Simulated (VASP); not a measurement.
# HfN (Fm-3m) in VASP: notebook, part 2 of 2

VASP 6.6.1. Earlier steps stand in the parts before.

### Step 4. Single point, LDA

INCAR

```
SYSTEM = HfN
  PREC = Accurate
  ENCUT = 600
  EDIFF = 1E-6
  ISMEAR = -1
  SIGMA = 0.025
  LREAL = .False.
  LASPH = .True.
  NELM = 120
  ALGO = Normal
  ISIF = 2
  LWAVE = .False.
  LCHARG = .False.
  GGA = CA
  NBANDS = 14
  GGA_COMPAT = .False.
```

KPOINTS

```
Automatic mesh
0
Gamma
  10 10 10
  0 0 0
```

POSCAR

```
HfN
1.0
    0.0000000000      2.2560000000      2.2560000000
    2.2560000000      0.0000000000      2.2560000000
    2.2560000000      2.2560000000      0.0000000000
Hf N
1 1
Direct
    0.0000000000      0.0000000000      0.0000000000
    0.5000000000      0.5000000000      0.5000000000
```

Potentials or basis: VASP PAW LDA potentials, release 64 (Hf_pv, N).

Run with:

```sh
> cat potpaw_LDA.64/Hf_pv/POTCAR potpaw_LDA.64/N/POTCAR > POTCAR
> mpirun -np 1 vasp_std > vasp.out
```

OUTCAR:

```text
SYSTEM = HfN
   PREC = Accurate
   ENCUT = 600
   EDIFF = 1E-6
   ISMEAR = -1
   LREAL = .False.
   LASPH = .True.
   NELM = 120
   ISIF = 2
   GGA = CA

 ion  position               nearest neighbor table
   1  0.000  0.000  0.000-   2 2.26   2 2.26   2 2.26   2 2.26   2 2.26   2 2.26
   2  0.500  0.500  0.500-   1 2.26   1 2.26   1 2.26   1 2.26   1 2.26   1 2.26

  LATTYP: Found a face centered cubic cell.
 ALAT       =     4.5120000000

  Lattice vectors:

 A1 = (   0.0000000000,   2.2560000000,   2.2560000000)
 A2 = (   2.2560000000,   0.0000000000,   2.2560000000)
 A3 = (   2.2560000000,   2.2560000000,   0.0000000000)

Analysis of symmetry for initial positions (statically):
=====================================================================
 Subroutine PRICEL returns:
 Original cell was already a primitive cell.

 Routine SETGRP: Setting up the symmetry group for a
 face centered cubic supercell.

 Subroutine GETGRP returns: Found 48 space group operations
 (whereof 48 operations were pure point group operations)
 out of a pool of 48 trial point group operations.

The static configuration has the point symmetry O_h .

Analysis of symmetry for dynamics (positions and initial velocities):
=====================================================================
 Subroutine PRICEL returns:
 Original cell was already a primitive cell.

 Routine SETGRP: Setting up the symmetry group for a
 face centered cubic supercell.

 Subroutine GETGRP returns: Found 48 space group operations
 (whereof 48 operations were pure point group operations)
 out of a pool of 48 trial point group operations.

The dynamic configuration has the point symmetry O_h .

 Subroutine INISYM returns: Found 48 space group operations
 (whereof 48 operations are pure point group operations),
 and found     1 'primitive' translations

----------------------------------------------------------------------------------------

                                     Primitive cell

  volume of cell :      22.9640

  direct lattice vectors                    reciprocal lattice vectors
     0.000000000  2.256000000  2.256000000    -0.221631206  0.221631206  0.221631206
     2.256000000  0.000000000  2.256000000     0.221631206 -0.221631206  0.221631206
     2.256000000  2.256000000  0.000000000     0.221631206  0.221631206 -0.221631206

  length of vectors
     3.190465797  3.190465797  3.190465797     0.383876509  0.383876509  0.383876509

  position of ions in fractional coordinates (direct lattice)
     0.000000000  0.000000000  0.000000000
     0.500000000  0.500000000  0.500000000

  ion indices of the primitive-cell ions
   primitive index   ion index
                 1           1
                 2           2

----------------------------------------------------------------------------------------

 KPOINTS: Automatic mesh

Automatic generation of k-mesh.
 Grid dimensions read from file:
 generate k-points for:   10   10   10

 Generating k-lattice:

[... 23 lines left out ...]
  0.500000  0.000000  0.000000      4.000000
[... 16 lines left out ...]
  0.300000  0.300000  0.000000      6.000000
  0.400000  0.300000  0.000000     24.000000
 [... further k-points ...]
   k-points           NKPTS =     47   k-points in BZ     NKDIM =     47   number of bands    NBANDS=     14
   number of dos      NEDOS =    301   number of ions     NIONS =      2
   total plane-waves  NPLWV =  21952
   dimension x,y,z NGX =    28 NGY =   28 NGZ =   28
   dimension x,y,z NGXF=    56 NGYF=   56 NGZF=   56
   ions per type =               1   1
   NGX,Y,Z   is equivalent  to a cutoff of  14.59, 14.59, 14.59 a.u.
   NGXF,Y,Z  is equivalent  to a cutoff of  29.18, 29.18, 29.18 a.u.
 SYSTEM =  HfN
   PREC   = accura    normal or accurate (medium, high low for compatibility)
   ISTART =      0    job   : 0-new  1-cont  2-samecut
   ICHARG =      2    charge: 1-file 2-atom 10-const
   ISPIN  =      1    spin polarized calculation?
   LNONCOLLINEAR =      F non collinear calculations
   LSORBIT =      F    spin-orbit coupling
   LASPH  =      T    aspherical Exc in radial PAW
   ENCUT  =  600.0 eV  44.10 Ry    6.64 a.u.   6.37  6.37  6.37*2*pi/ulx,y,z
   NELM   =    120;   NELMIN=  2; NELMDL= -5     # of ELM steps
   EDIFF  = 0.1E-05   stopping-criterion for ELM
   LREAL  =      F    real-space projection
   EDIFFG = 0.1E-04   stopping-criterion for IOM
   NSW    =      0    number of steps for IOM
   IBRION =     -1    ionic relax: 0-MD 1-quasi-New 2-CG
   NFREE  =      0    steps in history (QN), initial steepest desc. (CG)
   ISIF   =      2    stress and relaxation
   ISYM   =      2    0-nonsym 1-usesym 2-fastsym
   POTIM  = 0.5000    time-step for ionic-motion
   TEBEG  =    0.0;   TEEND  =   0.0 temperature during run
   PSTRESS=    0.0 pullay stress
   NELECT =      15.0000    total number of electrons
   NUPDOWN=      -1.0000    fix difference up-down
   EMIN   =  10.00;   EMAX   =-10.00  energy-range for DOS
   EFERMI =   0.00;   METHOD = LEGACY
   ISMEAR =    -1;   SIGMA  =   0.03  broadening in eV -4-tet -1-fermi 0-gaus
   EFERMI_NEDOS =   21; number of points for ismear=-14 and -15
   IALGO  =     38    algorithm
   IMIX   =      4    mixing-type and parameters
     AMIX     =   0.40;   BMIX     =  1.00
     AMIX_MAG =   1.60;   BMIX_MAG =  1.00
  volume/ion in A,a.u.               =      11.48        77.48
  Fermi-wavevector in a.u.,A,eV,Ry     =   1.420440  2.684242 27.451783  2.017649
  Thomas-Fermi vector in A             =   2.541355
   LORBIT       =      0    0 simple, 1 ext, 2 COOP (PROOUT), +10 PAW based schemes
   GGA     = CA    functional components
   LHFCALC =     F    Hartree Fock is set to
   AEXX    =    0.0000 exact exchange contribution
   IVDW    =     0    specifies the selected vdW correction
   LEPSILON=     F    determine dielectric tensor
   LRPA    =     F    only Hartree local field effects (RPA)
 non-spin polarized calculation
  energy-cutoff  :      600.00
  volume of cell :       22.96
 maximum number of plane-waves:       785
 NGX is ok and might be reduce to    28
   NGX = 13   NGY = 13   NGZ = 13

 number of electron      15.0000002 magnetization

 Free energy of the ion-electron system (eV)
  ---------------------------------------------------
  ext. energy  EPLUGINS =         0.00000000
  ---------------------------------------------------
  free energy    TOTEN  =       -23.84166639 eV

  energy without entropy =      -23.83973254  energy(sigma->0) =      -23.84069946

 E-fermi :   8.2551     XC(G=0): -13.0001

 val. band max:        8.2238420450   @ k =  -0.4000   0.3000   0.0000
 cond. band min:       8.2700996353   @ k =  -0.1000   0.1000   0.0000
 fundamental gap:      0.0462575903
 Fermi energy:         8.2551330819

 k-point     1 :       0.0000    0.0000    0.0000
  band No.  band energies     occupation
      1     -22.6843      2.00000
      2     -22.6843      2.00000
      3     -22.6843      2.00000
      4      -9.0315      2.00000
      5       5.2684      2.00000
      6       5.2684      2.00000
      7       5.2684      2.00000
      8       7.8387      2.00000
      9       7.8387      2.00000
     10       7.8387      2.00000
     11      10.1496      0.00000
     12      10.1496      0.00000
     13      10.2536      0.00000
     14      17.8914      0.00000
[... 377 lines left out ...]
      1     -23.3847      2.00000
      2     -22.9590      2.00000
      3     -22.9288      2.00000
      4      -7.5958      2.00000
      5       1.6936      2.00000
      6       3.6642      2.00000
      7       4.1612      2.00000
      8       5.7528      2.00000
      9      12.2860      0.00000
     10      12.8357      0.00000
     11      12.9678      0.00000
     12      13.1279      0.00000
     13      17.4189      0.00000
     14      19.4596      0.00000

 [... further k-points ...]

------------------------ aborting loop because EDIFF is reached ----------------------------------------

  FORCE on cell =-STRESS in cart. coord.  units (eV):
  Direction    XX          YY          ZZ          XY          YZ          ZX
  --------------------------------------------------------------------------------------
  -------------------------------------------------------------------------------------
  Total       -1.3754963     -1.3754963     -1.3754963      0.0000000      0.0000000      0.0000000
  in kB      -95.9671808    -95.9671808    -95.9671808      0.0000000      0.0000000      0.0000000
  external PRESSURE =     -95.9671808 kB  Pullay stress =       0.0000000 kB

 VOLUME and BASIS-vectors are now :
 -----------------------------------------------------------------------------
  energy-cutoff  :      600.00
  volume of cell :       22.96
      direct lattice vectors                 reciprocal lattice vectors
     0.000000000  2.256000000  2.256000000    -0.221631206  0.221631206  0.221631206
     2.256000000  0.000000000  2.256000000     0.221631206 -0.221631206  0.221631206
     2.256000000  2.256000000  0.000000000     0.221631206  0.221631206 -0.221631206

 POSITION                                       TOTAL-FORCE (eV/Angst)
 -----------------------------------------------------------------------------------
      0.00000      0.00000      0.00000        -0.000000      0.000000     -0.000000
      2.25600      2.25600      2.25600         0.000000     -0.000000      0.000000
 -----------------------------------------------------------------------------------
    total drift:                                0.000000      0.000000      0.000000

  FREE ENERGIE OF THE ION-ELECTRON SYSTEM (eV)
  ---------------------------------------------------
  free  energy   TOTEN  =       -23.8416663885 eV

  energy  without entropy=      -23.8397325396  energy(sigma->0) =      -23.84069946
```

It took 16 s on 1 thread of Intel Xeon Platinum 8259CL at 2.50GHz (Skylake/Cascade Lake), shared host; peak memory 0.15 GiB.

What came out:

| Property | Result |
| --- | --- |
| Free energy | -23.8417 eV |
| Pressure | -9.6 GPa |
| Band gap on the k mesh | zero (an odd number of electrons rules out a gap without spin polarisation) |

Caveat: the cell stands under tension; spin-orbit coupling is left out, which moves the levels of the heavy elements; an odd number of electrons without spin polarisation forces a metal; a magnetic or distorted state may lie lower.

The gap in the log of VASP goes by the Fermi energy; the results here count the filled bands.